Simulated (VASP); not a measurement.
# BeTe (P6_3/mmc) in VASP: a series of runs

BeTe is run at these levels: PBE; tasks: single point.

Program: VASP 6.6.1. These are calculated values, not measurements. Logs are shortened: lines on timing, memory, paths and dates and some standing lists are left out, and cuts for length are marked.

**1. The cell of the first run**

The structure is hexagonal, space group P6_3/mmc (No. 194). Conventional cell: a = 3.951 Å, b = 3.951 Å, c = 8.579 Å, α = 90.00°, β = 90.00°, γ = 120.00°. Within 3.0 Å of Be (site symmetry -6m2) lie 3 Te at 2.28 Å. Within 3.0 Å of Te (site symmetry -6m2) lie 3 Be at 2.28 Å.

**2. Single point, PBE (volume changed by -6%)**

INCAR reads:

```
  PREC = Accurate
  ENCUT = 520
  EDIFF = 1E-6
  ISMEAR = 0
  SIGMA = 0.01
  LREAL = False
  LASPH = True
  NELM = 100
  ALGO = Normal
  ISIF = 2
  LWAVE = False
  LCHARG = False
  GGA = PE
  NBANDS = 16
```

KPOINTS reads:

```
Automatic mesh
0
Gamma
  6 6 4
```

POSCAR reads:

```
BeTe
1.0
    3.9507213406      0.0000000000      0.0000000000
   -1.9753606703      3.4214250442      0.0000000000
    0.0000000000      0.0000000000      8.5785805027
Be Te
2 2
Direct
    0.3333333333      0.6666666667      0.2500000000
    0.6666666667      0.3333333333      0.7500000000
    0.6666666667      0.3333333333      0.2500000000
    0.3333333333      0.6666666667      0.7500000000
```

Potentials or basis: VASP PAW PBE potentials, release 64 (Be, Te).

The run is started by

```bash
> cat potpaw_PBE.64/Be/POTCAR potpaw_PBE.64/Te/POTCAR > POTCAR
> mpirun -np 1 vasp_std > vasp.out
```

OUTCAR:

```text
PREC = Accurate
   ENCUT = 520
   EDIFF = 1E-6
   ISMEAR = 0
   LREAL = False
   LASPH = True
   NELM = 100
   ISIF = 2
   GGA = PE

 ion  position               nearest neighbor table
   1  0.333  0.667  0.250-   3 2.28   3 2.28   3 2.28
   2  0.667  0.333  0.750-   4 2.28   4 2.28   4 2.28
   3  0.667  0.333  0.250-   1 2.28   1 2.28   1 2.28
   4  0.333  0.667  0.750-   2 2.28   2 2.28   2 2.28

  LATTYP: Found a hexagonal cell.
 ALAT       =     3.9507213406
 C/A-ratio  =     2.1713959966

  Lattice vectors:

 A1 = (   3.9507213406,   0.0000000000,   0.0000000000)
 A2 = (  -1.9753606703,   3.4214250442,   0.0000000000)
 A3 = (   0.0000000000,   0.0000000000,   8.5785805027)

Analysis of symmetry for initial positions (statically):
=====================================================================
 Subroutine PRICEL returns:
 Original cell was already a primitive cell.

 Routine SETGRP: Setting up the symmetry group for a
 hexagonal supercell.

 Subroutine GETGRP returns: Found 24 space group operations
 (whereof 12 operations were pure point group operations)
 out of a pool of 24 trial point group operations.

The static configuration has the point symmetry D_3d.
 The point group associated with its full space group is D_6h.

Analysis of symmetry for dynamics (positions and initial velocities):
=====================================================================
 Subroutine PRICEL returns:
 Original cell was already a primitive cell.

 Routine SETGRP: Setting up the symmetry group for a
 hexagonal supercell.

 Subroutine GETGRP returns: Found 24 space group operations
 (whereof 12 operations were pure point group operations)
 out of a pool of 24 trial point group operations.

The dynamic configuration has the point symmetry D_3d.
 The point group associated with its full space group is D_6h.

 Subroutine INISYM returns: Found 24 space group operations
 (whereof 12 operations are pure point group operations),
 and found     1 'primitive' translations

----------------------------------------------------------------------------------------

                                     Primitive cell

  volume of cell :     115.9575

  direct lattice vectors                    reciprocal lattice vectors
     3.950721341  0.000000000  0.000000000     0.253118333  0.146137938  0.000000000
    -1.975360670  3.421425044  0.000000000     0.000000000  0.292275875  0.000000000
     0.000000000  0.000000000  8.578580503     0.000000000  0.000000000  0.116569402

  length of vectors
     3.950721341  3.950721341  8.578580503     0.292275875  0.292275875  0.116569402

  position of ions in fractional coordinates (direct lattice)
     0.333333333  0.666666667  0.250000000
     0.666666667  0.333333333  0.750000000
     0.666666667  0.333333333  0.250000000
     0.333333333  0.666666667  0.750000000

  ion indices of the primitive-cell ions
   primitive index   ion index
                 1           1
                 2           2
                 3           3
                 4           4

----------------------------------------------------------------------------------------

 KPOINTS: Automatic mesh

Automatic generation of k-mesh.
 Grid dimensions read from file:
 generate k-points for:    6    6    4

 Generating k-lattice:

  Cartesian coordinates                     Fractional coordinates (reciprocal lattice)
     0.042186389  0.024356323  0.000000000     0.166666667  0.000000000  0.000000000
     0.000000000  0.048712646  0.000000000     0.000000000  0.166666667  0.000000000
     0.000000000  0.000000000  0.029142351     0.000000000  0.000000000  0.250000000

  Length of vectors
     0.048712646  0.048712646  0.029142351

  Shift w.r.t. Gamma in fractional coordinates (k-lattice)
     0.000000000  0.000000000  0.000000000

 Subroutine IBZKPT returns following result:
 ===========================================

 Found     21 irreducible k-points:

 Following reciprocal coordinates:
            Coordinates               Weight
  0.000000  0.000000  0.000000      1.000000
[... 45 lines left out ...]
 fundamental gap:      2.6855540410
 Fermi energy:         2.1840075805

 k-point     1 :       0.0000    0.0000    0.0000
  band No.  band energies     occupation
      1      -9.0408      2.00000
      2      -8.8452      2.00000
      3      -0.7433      2.00000
      4       1.0485      2.00000
      5       1.6201      2.00000
      6       1.6201      2.00000
[... 8 lines left out ...]
     15       7.5198      0.00000
     16       9.0997      0.00000

 k-point     2 :       0.1667   -0.0000    0.0000
  band No.  band energies     occupation
      1      -8.8312      2.00000
      2      -8.6474      2.00000
      3      -0.4377      2.00000
      4       0.2314      2.00000
      5       0.3506      2.00000
      6       1.1265      2.00000
[... 8 lines left out ...]
     15       8.2945      0.00000
     16       8.7175      0.00000

 k-point     3 :       0.3333    0.0000    0.0000
  band No.  band energies     occupation
      1      -8.3146      2.00000
      2      -8.1764      2.00000
      3      -1.7070      2.00000
      4      -1.5868      2.00000
      5       0.4067      2.00000
      6       0.4095      2.00000
[... 8 lines left out ...]
     15      10.4512      0.00000
     16      10.5988      0.00000

 k-point     4 :       0.5000    0.0000    0.0000
  band No.  band energies     occupation
      1      -7.9645      2.00000
      2      -7.8942      2.00000
      3      -2.5504      2.00000
      4      -2.4518      2.00000
      5       0.1239      2.00000
      6       0.2657      2.00000
[... 8 lines left out ...]
     15      10.0533      0.00000
     16      10.8239      0.00000
[... 267 lines left out ...]
 k-point    19 :       0.1667    0.1667    0.5000
  band No.  band energies     occupation
      1      -8.3866      2.00000
      2      -8.3866      2.00000
      3      -1.0175      2.00000
      4      -1.0175      2.00000
      5       0.2455      2.00000
      6       0.2455      2.00000
[... 8 lines left out ...]
     15       9.7046      0.00000
     16       9.7046      0.00000

 k-point    20 :       0.3333    0.1667    0.5000
  band No.  band energies     occupation
      1      -7.9409      2.00000
      2      -7.9409      2.00000
      3      -2.1521      2.00000
      4      -2.1521      2.00000
      5      -0.5281      2.00000
      6      -0.5281      2.00000
[... 8 lines left out ...]
     15      10.2372      0.00000
     16      10.2372      0.00000

 k-point    21 :       0.3333    0.3333    0.5000
  band No.  band energies     occupation
      1      -7.7720      2.00000
      2      -7.7720      2.00000
      3      -1.9686      2.00000
      4      -1.9686      2.00000
      5      -1.5240      2.00000
      6      -1.5240      2.00000
[... 8 lines left out ...]
     15      10.3580      0.00000
     16      10.3580      0.00000

------------------------ aborting loop because EDIFF is reached ----------------------------------------

  FORCE on cell =-STRESS in cart. coord.  units (eV):
  Direction    XX          YY          ZZ          XY          YZ          ZX
  --------------------------------------------------------------------------------------
  -------------------------------------------------------------------------------------
  Total        3.0316004      3.0316004      0.1082308     -0.0000000      0.0000000      0.0000000
  in kB       41.8874267     41.8874267      1.4954179     -0.0000000      0.0000000      0.0000000
  external PRESSURE =      28.4234237 kB  Pullay stress =       0.0000000 kB

 VOLUME and BASIS-vectors are now :
 -----------------------------------------------------------------------------
  energy-cutoff  :      520.00
  volume of cell :      115.96
      direct lattice vectors                 reciprocal lattice vectors
     3.950721341  0.000000000  0.000000000     0.253118333  0.146137938  0.000000000
    -1.975360670  3.421425044  0.000000000     0.000000000  0.292275875  0.000000000
     0.000000000  0.000000000  8.578580503     0.000000000  0.000000000  0.116569402

 POSITION                                       TOTAL-FORCE (eV/Angst)
 -----------------------------------------------------------------------------------
     -0.00000      2.28095      2.14465         0.000000     -0.000000      0.000000
      1.97536      1.14048      6.43394         0.000000     -0.000000      0.000000
      1.97536      1.14048      2.14465        -0.000000     -0.000000      0.000000
     -0.00000      2.28095      6.43394        -0.000000      0.000000      0.000000
 -----------------------------------------------------------------------------------
    total drift:                                0.000000     -0.000000      0.000000

  FREE ENERGIE OF THE ION-ELECTRON SYSTEM (eV)
  ---------------------------------------------------
  free  energy   TOTEN  =       -14.2206610616 eV

  energy  without entropy=      -14.2206610616  energy(sigma->0) =      -14.22066106
```

It took 42 s on 1 thread of Intel Xeon Platinum 8488C (Sapphire Rapids), shared host; peak memory 0.23 GiB.

What came out:

- Free energy: -14.2207 eV
- Pressure: 2.8 GPa
- Band gap on the k mesh: 2.69 eV, indirect (least direct gap 2.81 eV)

Stress tensor (GPa, compression positive):
```
4.19 0.00 0.00
0.00 4.19 0.00
0.00 0.00 0.15
```

Caveat: the cell differs from its parent crystal (volume changed by -6%); spin-orbit coupling is left out, which moves the levels of the heavy elements. A k mesh can miss the band edges.

**3. Single point, PBE (volume changed by -3%)**

INCAR reads:

```
SYSTEM = BeTe
PREC = Accurate
ENCUT = 520
EDIFF = 1E-7
ISMEAR = 0
SIGMA = 0.01
LREAL = .FALSE.
LASPH = .TRUE.
NELM = 80
ALGO = Normal
ISIF = 2
LWAVE = .FALSE.
LCHARG = .TRUE.
GGA = PE
LELF = .TRUE.
LVHAR = .TRUE.
NBANDS = 16
```

KPOINTS reads:

```
Automatic mesh
0
G
  6 6 4
  0 0 0
```

POSCAR reads:

```
BeTe
1.0
    3.9923109373      0.0000000000      0.0000000000
   -1.9961554687      3.4574426915      0.0000000000
    0.0000000000      0.0000000000      8.6688879866
Be Te
2 2
Direct
    0.3333333333      0.6666666667      0.2500000000
    0.6666666667      0.3333333333      0.7500000000
    0.6666666667      0.3333333333      0.2500000000
    0.3333333333      0.6666666667      0.7500000000
```

Potentials or basis: VASP PAW PBE potentials, release 64 (Be, Te).

The run is started by

```bash
> cat potpaw_PBE.64/Be/POTCAR potpaw_PBE.64/Te/POTCAR > POTCAR
> mpirun -np 1 vasp_std > vasp.out
```

Wall time 50 s (1 thread of Intel Xeon Platinum 8488C (Sapphire Rapids), shared host); peak memory 0.24 GiB.

It converged, with:

```
Free energy            : -14.2691 eV
Pressure               : 1.4 GPa
Band gap on the k mesh : 2.72 eV, indirect (least direct gap 2.83 eV)
```

Stress tensor (GPa, compression positive):
```
2.04 0.00 0.00
0.00 2.04 0.00
0.00 0.00 0.07
```

Levels at points of the mesh, in eV from the valence-band top:
```tsv
k point	band 5	band 6	band 7	band 8	band 9	band 10	band 11	band 12
(0.00, 0.00, 0.00)	-0.55	-0.55	-0.44	-0.44	3.65	3.99	4.76	4.76
(0.50, 0.00, 0.00)	-1.98	-1.85	-0.89	-0.06	2.77	3.29	3.62	3.83
(0.00, 0.00, 0.50)	-0.50	-0.50	-0.50	-0.50	4.08	4.08	4.86	4.86
(0.50, 0.00, 0.50)	-1.92	-1.92	-0.42	-0.42	2.93	2.93	3.46	3.46
```

Caveat: the cell differs from its parent crystal (volume changed by -3%); spin-orbit coupling is left out, which moves the levels of the heavy elements. A k mesh can miss the band edges.

**4. Single point, PBE**

This run uses another cell than the first one, of 30.84 Å³/atom, 1.064 times its volume.

INCAR reads:

```
SYSTEM = BeTe
PREC = Accurate
ENCUT = 520
EDIFF = 1E-7
ISMEAR = 0
SIGMA = 0.01
LREAL = .False.
LASPH = .True.
NELM = 60
ALGO = Normal
ISIF = 2
LWAVE = .False.
LCHARG = .False.
GGA = PE
NBANDS = 16
```

KPOINTS reads:

```
regular mesh
0
Gamma
  6 6 4
  0 0 0
```

POSCAR reads:

```
BeTe
1.0
    4.0330516178      0.0000000000      0.0000000000
   -2.0165258089      3.4927251558      0.0000000000
    0.0000000000      0.0000000000      8.7573521372
Be Te
2 2
Direct
    0.3333333333      0.6666666667      0.2500000000
    0.6666666667      0.3333333333      0.7500000000
    0.6666666667      0.3333333333      0.2500000000
    0.3333333333      0.6666666667      0.7500000000
```

The run is started by

```bash
> cat potpaw_PBE.64/Be/POTCAR potpaw_PBE.64/Te/POTCAR > POTCAR
> mpirun -np 1 vasp_std > vasp.out
```

Wall time 53 s (1 thread of Intel Xeon Platinum 8488C (Sapphire Rapids), shared host); peak memory 0.25 GiB.

Results (log left out):

```
Free energy            : -14.2862 eV
Pressure               : 0.1 GPa
Band gap on the k mesh : 2.75 eV, indirect (least direct gap 2.85 eV)
```

Stress tensor (GPa, compression positive):
```
0.19 0.00 0.00
0.00 0.19 0.00
0.00 0.00 0.00
```

Levels at points of the mesh, in eV from the valence-band top:
```csv
k point,band 4,band 5,band 6,band 7,band 8,band 9,band 10,band 11,band 12,band 13
"(0.00, 0.00, 0.00)",-1.01,-0.57,-0.57,-0.48,-0.48,3.49,3.76,4.70,4.70,4.91
"(0.50, 0.00, 0.00)",-4.41,-1.95,-1.82,-0.84,-0.06,2.79,3.22,3.53,3.80,7.00
"(0.00, 0.00, 0.50)",-1.95,-0.53,-0.53,-0.53,-0.53,3.84,3.84,4.80,4.80,4.80
"(0.50, 0.00, 0.50)",-4.47,-1.89,-1.89,-0.39,-0.39,2.95,2.95,3.39,3.39,8.25
```

Caveat: spin-orbit coupling is left out, which moves the levels of the heavy elements. A k mesh can miss the band edges.

**5. Single point, PBE (volume changed by +3%)**

INCAR reads:

```
SYSTEM = BeTe
PREC     = Accurate       ! precision mode
ENCUT    = 520            ! plane-wave cutoff, eV
EDIFF    = 1E-6           ! SCF threshold, eV
ISMEAR   = 0              ! smearing method
SIGMA    = 0.01           ! smearing width, eV
LREAL    = .False.        ! projectors in reciprocal space
LASPH    = .True.         ! aspherical terms in the spheres
NELM     = 80             ! most SCF steps
ALGO     = Normal         ! electronic algorithm
ISIF     = 2              ! what is computed and relaxed
LWAVE    = .False.        ! write WAVECAR
LCHARG   = .False.        ! write CHGCAR
GGA      = PE             ! functional
NBANDS   = 16             ! bands
```

KPOINTS is that of step 4.

POSCAR reads:

```
BeTe
1.0
    4.0729854191      0.0000000000      0.0000000000
   -2.0364927096      3.5273088421      0.0000000000
    0.0000000000      0.0000000000      8.8440642333
Be Te
2 2
Direct
    0.3333333333      0.6666666667      0.2500000000
    0.6666666667      0.3333333333      0.7500000000
    0.6666666667      0.3333333333      0.2500000000
    0.3333333333      0.6666666667      0.7500000000
```

The run is started by

```bash
> cat potpaw_PBE.64/Be/POTCAR potpaw_PBE.64/Te/POTCAR > POTCAR
> mpirun -np 1 vasp_std > vasp.out
```

It took 37 s on 1 thread of Intel Xeon Platinum 8488C (Sapphire Rapids), shared host; peak memory 0.25 GiB.

Results (log left out):

```
Free energy            : -14.2763 eV
Pressure               : -1.0 GPa
Band gap on the k mesh : 2.77 eV, indirect (least direct gap 2.86 eV)
```

Stress tensor (GPa, compression positive):
```
-1.41  0.00  0.00
 0.00 -1.41  0.00
 0.00  0.00 -0.06
```

Levels at points of the mesh, in eV from the valence-band top:
```tsv
k point	band 4	band 5	band 6	band 7	band 8	band 9	band 10	band 11	band 12	band 13
(0.00, 0.00, 0.00)	-0.97	-0.60	-0.60	-0.51	-0.51	3.33	3.55	4.65	4.65	4.85
(0.50, 0.00, 0.00)	-4.33	-1.92	-1.80	-0.79	-0.05	2.81	3.16	3.44	3.76	6.96
(0.00, 0.00, 0.50)	-1.86	-0.55	-0.55	-0.55	-0.55	3.62	3.62	4.75	4.75	4.75
(0.50, 0.00, 0.50)	-4.38	-1.86	-1.86	-0.37	-0.37	2.96	2.96	3.31	3.31	8.18
```

Caveat: the cell differs from its parent crystal (volume changed by +3%); spin-orbit coupling is left out, which moves the levels of the heavy elements. A k mesh can miss the band edges.

**6. Single point, PBE (volume changed by +6%)**

INCAR reads:

```
SYSTEM = BeTe
  ALGO = Normal
  EDIFF = 1E-7
  ENCUT = 520
  GGA = PE
  ISIF = 2
  ISMEAR = 0
  LASPH = .True.
  LCHARG = .True.
  LELF = .True.
  LREAL = .False.
  LVHAR = .True.
  LWAVE = .False.
  NBANDS = 16
  NELM = 100
  PREC = Accurate
  SIGMA = 0.01
```

KPOINTS reads:

```
k-points
0
Gamma
  6 6 4
  0 0 0
```

POSCAR reads:

```
BeTe
1.0
    4.1121511430      0.0000000000      0.0000000000
   -2.0560755715      3.5612273541      0.0000000000
    0.0000000000      0.0000000000      8.9291085296
Be Te
2 2
Direct
    0.3333333333      0.6666666667      0.2500000000
    0.6666666667      0.3333333333      0.7500000000
    0.6666666667      0.3333333333      0.2500000000
    0.3333333333      0.6666666667      0.7500000000
```

Potentials or basis: VASP PAW PBE potentials, release 64 (Be, Te).

The run is started by

```bash
> cat potpaw_PBE.64/Be/POTCAR potpaw_PBE.64/Te/POTCAR > POTCAR
> mpirun -np 1 vasp_std > vasp.out
```

Run time: 48 s. Hardware: 1 thread of Intel Xeon Platinum 8488C (Sapphire Rapids), shared host; peak memory 0.25 GiB.

The run converged. Its results:

```
Free energy            : -14.2431 eV
Pressure               : -1.9 GPa
Band gap on the k mesh : 2.80 eV, indirect (least direct gap 2.88 eV)
```

Stress tensor (GPa, compression positive):
```
-2.79  0.00  0.00
 0.00 -2.79  0.00
 0.00  0.00 -0.10
```

Levels at points of the mesh, in eV from the valence-band top:
```csv
k point,band 4,band 5,band 6,band 7,band 8,band 9,band 10,band 11,band 12,band 13
"(0.00, 0.00, 0.00)",-0.93,-0.62,-0.62,-0.53,-0.53,3.16,3.35,4.60,4.60,4.79
"(0.50, 0.00, 0.00)",-4.25,-1.89,-1.78,-0.75,-0.05,2.83,3.09,3.36,3.73,6.93
"(0.00, 0.00, 0.50)",-1.79,-0.58,-0.58,-0.58,-0.58,3.41,3.41,4.69,4.69,4.69
"(0.50, 0.00, 0.50)",-4.30,-1.83,-1.83,-0.35,-0.35,2.97,2.97,3.24,3.24,8.10
```

Caveat: the cell differs from its parent crystal (volume changed by +6%); spin-orbit coupling is left out, which moves the levels of the heavy elements. A k mesh can miss the band edges.

**7. Overview**

| cell | gap on the mesh (eV) | pressure (GPa) |
| --- | --- | --- |
| a = 3.951, b = 3.951, c = 8.579 Å, angles 90.0, 90.0, 120.0°, 4 atoms | 2.69 | 2.8 |
| a = 3.992, b = 3.992, c = 8.669 Å, angles 90.0, 90.0, 120.0°, 4 atoms | 2.72 | 1.4 |
| a = 4.033, b = 4.033, c = 8.757 Å, angles 90.0, 90.0, 120.0°, 4 atoms | 2.75 | 0.1 |
| a = 4.073, b = 4.073, c = 8.844 Å, angles 90.0, 90.0, 120.0°, 4 atoms | 2.77 | -1.0 |
| a = 4.112, b = 4.112, c = 8.929 Å, angles 90.0, 90.0, 120.0°, 4 atoms | 2.80 | -1.9 |

Alike in all rows: task single point; level PBE; potentials or basis VASP PAW PBE potentials, release 64 (Be, Te); no spin polarisation; k mesh 6 × 6 × 4; cutoff (eV) 520; smearing gaussian 0.01 eV.

Caveats: spin-orbit coupling is left out, which moves the levels of the heavy elements.

Absolute energies hang on the potentials; compare differences alone.
